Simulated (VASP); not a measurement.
Wanted: the native input for a VASP 6.6.1 run.

- Task: relaxation of cell and atoms
- Functional: PBE
- Potentials or basis: VASP PAW PBE potentials, release 64 (Sr_sv, Ca_sv)
- Cutoff: 600 eV
- k mesh: 6 × 6 × 6
- Occupations: gaussian, width 0.1 eV
- Spin: no spin polarisation
- Dipole correction: no
- Further INCAR settings: ALGO = Fast; EDIFF = 1e-07; IBRION = 2; EDIFFG = -0.04; NSW = 90; ISIF = 3

The structure of Sr2Ca lies in POSCAR:

```
Sr2Ca
1.0
    5.5561086320      0.0000000000      0.0000000000
   -2.7780543160      4.8117312216      0.0000000000
    0.0000000000      0.0000000000      3.5319657547
Sr Ca
2 1
Direct
    0.3333333333      0.6666666667      0.5000000000
    0.6666666667      0.3333333333      0.5000000000
    0.0000000000      0.0000000000      0.0000000000
```

These files were run (other wordings do the same):

INCAR

```
SYSTEM = Sr2Ca
  ALGO = Fast
  EDIFF = 1E-7
  EDIFFG = -0.04
  ENCUT = 600
  GGA = PE
  IBRION = 2
  ISIF = 3
  ISMEAR = 0
  LASPH = .True.
  LCHARG = .False.
  LREAL = .False.
  LWAVE = .False.
  NELM = 80
  NSW = 90
  PREC = Accurate
  SIGMA = 0.1
```

KPOINTS

```
k-points
0
Gamma
  6 6 6
  0 0 0
```

Potentials or basis: VASP PAW PBE potentials, release 64 (Sr_sv, Ca_sv).

Launch:

```bash
$ cat potpaw_PBE.64/Sr_sv/POTCAR potpaw_PBE.64/Ca_sv/POTCAR > POTCAR
$ mpirun -np 1 vasp_std > vasp.out
```

It gave:

The relaxed volume is 50.52 Å³/atom and the relaxed cell is a = 6.665 Å, b = 6.665 Å, c = 3.939 Å, α = 90.00°, β = 90.00°, γ = 120.00°. The space group after relaxing (to 0.1 Å) is P6/mmm (No. 191). The energy gained by relaxing is 564.6 meV/atom. The ionic steps are 7, the pressure after relaxing is 0.0 GPa and the band gap on the k mesh is zero (bands 15 and 16 overlap by 0.23 eV).

Caveat: the volume moved by over 15 % at a fixed basis, so the end points are rough.

Wall time 15 min on 1 thread of AMD EPYC 9R45 96-Core Processor (Zen 5), on a shared host, peak memory 0.26 GiB.
